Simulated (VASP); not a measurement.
# Ca2P (P6/mmm) in VASP: further runs

Ca2P is run at these levels: PBE; tasks: single point.

All numbers are computed with VASP 6.6.1; they aren't measurements. Logs are shortened: lines on timing, memory, paths and dates and some standing lists are left out, and cuts for length are marked.

## Step 1: The cell of the first run

The structure is hexagonal, space group P6/mmm (No. 191). The conventional cell has a = 7.132 Å, b = 7.132 Å, c = 4.038 Å, α = 90.00°, β = 90.00°, γ = 120.00°. Ca (site symmetry mmm) has 4 P at 2.88 Å and 4 Ca at 3.57 Å within 3.8 Å. Ca (site symmetry 6/mmm) has 14 Ca at 4.04 to 4.10 Å and 6 P at 4.12 Å within 5.3 Å. Within 3.8 Å of P (site symmetry -6m2) lie 6 Ca at 2.88 Å.

The cell was built from a structure type or drawn by symmetry, and may not be a known phase.

## Step 2: Single point, PBE

Contents of INCAR:

```
SYSTEM = Ca2P
ALGO     = Normal         ! electronic algorithm
EDIFF    = 1E-6           ! SCF threshold, eV
ENCUT    = 520            ! plane-wave cutoff, eV
GGA      = PE             ! functional
ISIF     = 2              ! what is computed and relaxed
ISMEAR   = 0              ! smearing method
LASPH    = .True.         ! aspherical terms in the spheres
LCHARG   = .True.         ! write CHGCAR
LELF     = .True.         ! ELF
LREAL    = .False.        ! projectors in reciprocal space
LVHAR    = .True.       
LWAVE    = .False.        ! write WAVECAR
NBANDS   = 34             ! bands
NELM     = 60             ! most SCF steps
PREC     = Accurate       ! precision mode
SIGMA    = 0.1            ! smearing width, eV
```

Contents of KPOINTS:

```
k-points
0
Gamma
  3 3 4
  0 0 0
```

Contents of POSCAR:

```
Ca2P
1.0
    7.1317826000      0.0000000000      0.0000000000
   -3.5658913000      6.1763049000      0.0000000000
    0.0000000000      0.0000000000      4.0378919000
Ca P
4 2
Direct
    0.5000000000      0.5000000000      0.0000000000
    0.0000000000      0.5000000000      0.0000000000
    0.5000000000      0.0000000000      0.0000000000
    0.0000000000      0.0000000000      0.5000000000
    0.3333333000      0.6666667000      0.5000000000
    0.6666667000      0.3333333000      0.5000000000
```

Potentials or basis: VASP PAW PBE potentials, release 64 (Ca_sv, P).

On the command line:

```console
cat potpaw_PBE.64/Ca_sv/POTCAR potpaw_PBE.64/P/POTCAR > POTCAR
mpirun -np 1 vasp_std > vasp.out
```

OUTCAR:

```text
SYSTEM = Ca2P
   EDIFF = 1E-6
   ENCUT = 520
   GGA = PE
   ISIF = 2
   ISMEAR = 0
   LASPH = .True.
   LREAL = .False.
   NELM = 60
   PREC = Accurate

 ion  position               nearest neighbor table
   1  0.500  0.500  0.000-   5 2.88   6 2.88   5 2.88   6 2.88
   2  0.000  0.500  0.000-   5 2.88   6 2.88   5 2.88   6 2.88
   3  0.500  0.000  0.000-   5 2.88   6 2.88   5 2.88   6 2.88
   4  0.000  0.000  0.500-
   5  0.333  0.667  0.500-   3 2.88   3 2.88   2 2.88   2 2.88   1 2.88   1 2.88
   6  0.667  0.333  0.500-   3 2.88   3 2.88   2 2.88   2 2.88   1 2.88   1 2.88

  LATTYP: Found a hexagonal cell.
 ALAT       =     7.1317826000
 C/A-ratio  =     0.5661826960

  Lattice vectors:

 A1 = (   7.1317826000,   0.0000000000,   0.0000000000)
 A2 = (  -3.5658913000,   6.1763049000,   0.0000000000)
 A3 = (   0.0000000000,   0.0000000000,   4.0378919000)

Analysis of symmetry for initial positions (statically):
=====================================================================
 Subroutine PRICEL returns:
 Original cell was already a primitive cell.

 Routine SETGRP: Setting up the symmetry group for a
 hexagonal supercell.

 Subroutine GETGRP returns: Found 24 space group operations
 (whereof 24 operations were pure point group operations)
 out of a pool of 24 trial point group operations.

The static configuration has the point symmetry D_6h.

Analysis of symmetry for dynamics (positions and initial velocities):
=====================================================================
 Subroutine PRICEL returns:
 Original cell was already a primitive cell.

 Routine SETGRP: Setting up the symmetry group for a
 hexagonal supercell.

 Subroutine GETGRP returns: Found 24 space group operations
 (whereof 24 operations were pure point group operations)
 out of a pool of 24 trial point group operations.

The dynamic configuration has the point symmetry D_6h.

 Subroutine INISYM returns: Found 24 space group operations
 (whereof 24 operations are pure point group operations),
 and found     1 'primitive' translations

----------------------------------------------------------------------------------------

                                     Primitive cell

  volume of cell :     177.8613

  direct lattice vectors                    reciprocal lattice vectors
     7.131782600  0.000000000  0.000000000     0.140217398  0.080954553  0.000000000
    -3.565891300  6.176304900  0.000000000     0.000000000  0.161909105  0.000000000
     0.000000000  0.000000000  4.037891900     0.000000000  0.000000000  0.247653980

  length of vectors
     7.131782600  7.131782595  4.037891900     0.161909105  0.161909105  0.247653980

  position of ions in fractional coordinates (direct lattice)
     0.500000000  0.500000000  0.000000000
     0.000000000  0.500000000  0.000000000
     0.500000000  0.000000000  0.000000000
     0.000000000  0.000000000  0.500000000
     0.333333300  0.666666700  0.500000000
     0.666666700  0.333333300  0.500000000

  ion indices of the primitive-cell ions
   primitive index   ion index
                 1           1
                 2           2
                 3           3
                 4           4
                 5           5
                 6           6

----------------------------------------------------------------------------------------

 KPOINTS: k-points

Automatic generation of k-mesh.
 Grid dimensions read from file:
 generate k-points for:    3    3    4

 Generating k-lattice:

  Cartesian coordinates                     Fractional coordinates (reciprocal lattice)
     0.046739133  0.026984851  0.000000000     0.333333333  0.000000000  0.000000000
     0.000000000  0.053969702  0.000000000     0.000000000  0.333333333  0.000000000
     0.000000000  0.000000000  0.061913495     0.000000000  0.000000000  0.250000000

  Length of vectors
     0.053969702  0.053969702  0.061913495

  Shift w.r.t. Gamma in fractional coordinates (k-lattice)
     0.000000000  0.000000000  0.000000000

 Subroutine IBZKPT returns following result:
 ===========================================

 Found      9 irreducible k-points:

 Following reciprocal coordinates:
            Coordinates               Weight
  0.000000  0.000000  0.000000      1.000000
  0.333333 -0.000000  0.000000      6.000000
  0.333333  0.333333  0.000000      2.000000
  0.000000  0.000000  0.250000      2.000000
  0.333333 -0.000000  0.250000     12.000000
  0.333333  0.333333  0.250000      4.000000
  0.000000  0.000000  0.500000      1.000000
  0.333333 -0.000000  0.500000      6.000000
  0.333333  0.333333  0.500000      2.000000
   k-points           NKPTS =      9   k-points in BZ     NKDIM =      9   number of bands    NBANDS=     34
   number of dos      NEDOS =    301   number of ions     NIONS =      6
   total plane-waves  NPLWV =  87480
   dimension x,y,z NGX =    54 NGY =   54 NGZ =   30
   dimension x,y,z NGXF=   108 NGYF=  108 NGZF=   60
   ions per type =               4   2
   NGX,Y,Z   is equivalent  to a cutoff of  12.59, 12.59, 12.35 a.u.
   NGXF,Y,Z  is equivalent  to a cutoff of  25.18, 25.18, 24.70 a.u.
 SYSTEM =  Ca2P
   PREC   = accura    normal or accurate (medium, high low for compatibility)
   ISTART =      0    job   : 0-new  1-cont  2-samecut
   ICHARG =      2    charge: 1-file 2-atom 10-const
   ISPIN  =      1    spin polarized calculation?
   LNONCOLLINEAR =      F non collinear calculations
   LSORBIT =      F    spin-orbit coupling
   LASPH  =      T    aspherical Exc in radial PAW
   ENCUT  =  520.0 eV  38.22 Ry    6.18 a.u.  13.26 13.26  7.51*2*pi/ulx,y,z
   NELM   =     60;   NELMIN=  2; NELMDL= -5     # of ELM steps
   EDIFF  = 0.1E-05   stopping-criterion for ELM
   LREAL  =      F    real-space projection
   EDIFFG = 0.1E-04   stopping-criterion for IOM
   NSW    =      0    number of steps for IOM
   IBRION =     -1    ionic relax: 0-MD 1-quasi-New 2-CG
   NFREE  =      0    steps in history (QN), initial steepest desc. (CG)
   ISIF   =      2    stress and relaxation
   ISYM   =      2    0-nonsym 1-usesym 2-fastsym
   POTIM  = 0.5000    time-step for ionic-motion
   TEBEG  =    0.0;   TEEND  =   0.0 temperature during run
   PSTRESS=    0.0 pullay stress
   NELECT =      50.0000    total number of electrons
   NUPDOWN=      -1.0000    fix difference up-down
   EMIN   =  10.00;   EMAX   =-10.00  energy-range for DOS
   EFERMI =   0.00;   METHOD = LEGACY
   ISMEAR =     0;   SIGMA  =   0.10  broadening in eV -4-tet -1-fermi 0-gaus
   EFERMI_NEDOS =   21; number of points for ismear=-14 and -15
   IALGO  =     38    algorithm
   IMIX   =      4    mixing-type and parameters
     AMIX     =   0.40;   BMIX     =  1.00
     AMIX_MAG =   1.60;   BMIX_MAG =  1.00
  volume/ion in A,a.u.               =      29.64       200.04
  Fermi-wavevector in a.u.,A,eV,Ry     =   1.072435  2.026608 15.648291  1.150117
  Thomas-Fermi vector in A             =   2.208205
   LORBIT       =      0    0 simple, 1 ext, 2 COOP (PROOUT), +10 PAW based schemes
   GGA     = PE    functional components
   LHFCALC =     F    Hartree Fock is set to
   AEXX    =    0.0000 exact exchange contribution
   IVDW    =     0    specifies the selected vdW correction
   LEPSILON=     F    determine dielectric tensor
   LRPA    =     F    only Hartree local field effects (RPA)
 non-spin polarized calculation
 Gauss-broadening in eV      SIGMA  =   0.10
  energy-cutoff  :      520.00
  volume of cell :      177.86
 maximum number of plane-waves:      4827
 NGX is ok and might be reduce to    54
   NGX = 27   NGY = 27   NGZ = 15

 number of electron      49.9999999 magnetization

 Free energy of the ion-electron system (eV)
  ---------------------------------------------------
  ext. energy  EPLUGINS =         0.00000000
  ---------------------------------------------------
  free energy    TOTEN  =       -23.48711922 eV

  energy without entropy =      -23.48708835  energy(sigma->0) =      -23.48710378

 E-fermi :   3.1527     XC(G=0):  -8.5479

 val. band max:        2.8955915856   @ k =   0.3333  -0.0000   0.5000
 cond. band min:       3.4017856498   @ k =   0.3333   0.3333   0.5000
 fundamental gap:      0.5061940642
 Fermi energy:         3.1526567555

 k-point     1 :       0.0000    0.0000    0.0000
  band No.  band energies     occupation
      1     -39.5703      2.00000
      2     -37.6682      2.00000
      3     -37.6434      2.00000
      4     -37.6434      2.00000
      5     -20.5622      2.00000
      6     -20.5622      2.00000
[... 26 lines left out ...]
     33       5.4644      0.00000
     34       5.6867      0.00000

 k-point     2 :       0.3333   -0.0000    0.0000
  band No.  band energies     occupation
      1     -39.5703      2.00000
      2     -37.6630      2.00000
      3     -37.6487      2.00000
      4     -37.6434      2.00000
      5     -20.5620      2.00000
      6     -20.5617      2.00000
[... 26 lines left out ...]
     33       5.6628      0.00000
     34       5.7276      0.00000

 k-point     3 :       0.3333    0.3333    0.0000
  band No.  band energies     occupation
      1     -39.5703      2.00000
      2     -37.6559      2.00000
      3     -37.6559      2.00000
      4     -37.6434      2.00000
      5     -20.5617      2.00000
      6     -20.5617      2.00000
[... 26 lines left out ...]
     33       5.6837      0.00000
     34       5.6837      0.00000
[... 149 lines left out ...]
 k-point     8 :       0.3333   -0.0000    0.5000
  band No.  band energies     occupation
      1     -39.5676      2.00000
      2     -37.6593      2.00000
      3     -37.6453      2.00000
      4     -37.6401      2.00000
      5     -20.5570      2.00000
      6     -20.5569      2.00000
[... 26 lines left out ...]
     33       5.7263      0.00000
     34       6.1683      0.00000

 k-point     9 :       0.3333    0.3333    0.5000
  band No.  band energies     occupation
      1     -39.5676      2.00000
      2     -37.6523      2.00000
      3     -37.6523      2.00000
      4     -37.6401      2.00000
      5     -20.5570      2.00000
      6     -20.5570      2.00000
[... 26 lines left out ...]
     33       6.1596      0.00000
     34       6.5179      0.00000

------------------------ aborting loop because EDIFF is reached ----------------------------------------

  FORCE on cell =-STRESS in cart. coord.  units (eV):
  Direction    XX          YY          ZZ          XY          YZ          ZX
  --------------------------------------------------------------------------------------
  -------------------------------------------------------------------------------------
  Total       -0.0057298     -0.0057298      0.3400846      0.0000000     -0.0000000      0.0000000
  in kB       -0.0516140     -0.0516140      3.0634868      0.0000000     -0.0000000      0.0000000
  external PRESSURE =       0.9867529 kB  Pullay stress =       0.0000000 kB

 VOLUME and BASIS-vectors are now :
 -----------------------------------------------------------------------------
  energy-cutoff  :      520.00
  volume of cell :      177.86
      direct lattice vectors                 reciprocal lattice vectors
     7.131782600  0.000000000  0.000000000     0.140217398  0.080954553  0.000000000
    -3.565891300  6.176304900  0.000000000     0.000000000  0.161909105  0.000000000
     0.000000000  0.000000000  4.037891900     0.000000000  0.000000000  0.247653980

 POSITION                                       TOTAL-FORCE (eV/Angst)
 -----------------------------------------------------------------------------------
      1.78295      3.08815      0.00000         0.000000      0.000000      0.000000
     -1.78295      3.08815      0.00000         0.000000      0.000000      0.000000
      3.56589      0.00000      0.00000         0.000000      0.000000      0.000000
      0.00000      0.00000      2.01895         0.000000      0.000000      0.000000
     -0.00000      4.11754      2.01895        -0.000000     -0.000000      0.000000
      3.56589      2.05877      2.01895         0.000000      0.000000     -0.000000
 -----------------------------------------------------------------------------------
    total drift:                                0.000000     -0.000000      0.000000

  FREE ENERGIE OF THE ION-ELECTRON SYSTEM (eV)
  ---------------------------------------------------
  free  energy   TOTEN  =       -23.4871192198 eV

  energy  without entropy=      -23.4870883501  energy(sigma->0) =      -23.48710378
```

It took 47 s on 1 thread of Intel Xeon Platinum 8559C (Emerald Rapids), shared host; peak memory 0.29 GiB.

What came out:

```yaml
Free_energy: -23.4871 eV
Pressure: 0.1 GPa
Band_gap_on_the_k_mesh: 0.51 eV (least direct gap 0.51 eV)
```

Caveat: an odd mesh through Γ misses points on the zone boundary, where band edges can lie.

(Continued in part 2 of 2.)
